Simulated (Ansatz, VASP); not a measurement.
# Pb: VASP beside Ansatz

INCAR

```
ALGO = Normal ; EDIFF = 1E-7
ENCUT = 520 ; GGA = PS
ISIF = 2 ; ISMEAR = 0
LASPH = T ; LCHARG = F
LREAL = F ; LWAVE = F
NBANDS = 13 ; NELM = 80
PREC = Accurate ; SIGMA = 0.15
```

The input KPOINTS:

```
k-points
0
Gamma
  16 16 16
```

POSCAR

```
Pb
1.0
    0.0000000000      2.3463100000      2.5315450000
    2.3463100000      0.0000000000      2.5315450000
    2.3463100000      2.3463100000      0.0000000000
Pb
1
Direct
    0.0000000000      0.0000000000      0.0000000000
```

Input for Ansatz:

```yaml
crystal:
  lattice:
    - [0.0, 2.34631, 2.531545]
    - [2.34631, 0.0, 2.531545]
    - [2.34631, 2.34631, 0.0]
  atoms:
    - { symbol: Pb, position: [0.0, 0.0, 0.0] }
basis:
  ecutwfc: 420
kpoints:
  mp_grid: { grid: [16, 16, 16] }
hamiltonian:
  xc: pbesol
scf:
  occupations: { method: gaussian, width: 0.15 }
output:
  forces: true
  stress: true
  eigenvalues: true
```

Change from the starting cell: strain -0.050 along x and y, +0.025 along z, atoms carried along.

Alike in both runs: task single point; functional PBEsol; k mesh 16 × 16 × 16; occupations gaussian, width 0.15 eV; no spin polarisation.

|  | VASP | Ansatz |
| --- | --- | --- |
| version | VASP 6.6.1 | Ansatz 0.2.0 |
| potentials or method | VASP PAW PBE potentials, release 64 (Pb_d), cutoff 520 eV | scalar-relativistic, plane waves, PAW |
| valence electrons in the cell | 14 | 14 |

|  | VASP | Ansatz | Ansatz less VASP |
| --- | --- | --- | --- |
| gap on the k mesh at the Fermi level (eV) | none | none | - |
| pressure (GPa) | 4.2 | 4.3 | +0.08 |
| traceless stress, the component that is largest in VASP (GPa) | -1.17 | -1.18 | -0.002 |

VASP's potentials were made for PBE, not for PBEsol. A gap of «none» marks a metal or a gap that the smearing closes. With one functional, cell and mesh, what is left measures potentials, basis and numerics.

Spin-orbit coupling is off throughout.
